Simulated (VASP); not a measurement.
A run of VASP 6.6.1 is set up as follows.

Contents of INCAR:

```
PREC = Accurate
ENCUT = 600
EDIFF = 1E-6
ISMEAR = 0
SIGMA = 0.05
LREAL = F
LASPH = T
NELM = 120
ALGO = Normal
ISIF = 2
LWAVE = F
LCHARG = T
GGA = PE
LELF = T
LVHAR = T
NBANDS = 16
GGA_COMPAT = F
```

File KPOINTS:

```
Automatic mesh
0
Gamma
  9 9 6
```

POSCAR

```
MgO
1.0
    3.3924438902      0.0000000000      0.0000000000
   -1.6962219451      2.9379425898      0.0000000000
    0.0000000000      0.0000000000      4.8912256008
Mg O
2 2
Direct
    0.3333333333      0.6666666667      0.0063188013
    0.6666666667      0.3333333333      0.5063188013
    0.3333333333      0.6666666667      0.3982811987
    0.6666666667      0.3333333333      0.8982811987
```

Potentials or basis: VASP PAW PBE potentials, release 64 (Mg, O).

The run is started by

```console
$ cat potpaw_PBE.64/Mg/POTCAR potpaw_PBE.64/O/POTCAR > POTCAR
$ mpirun -np 1 vasp_std > vasp.out
```

(1) Estimate the band gap on the k mesh.

(2) Predict the pressure.

(3) What does it give for the largest force?

## Answers

(1) 3.29 eV, direct.

(2) -0.4 GPa.

(3) 0.795 eV/Å.
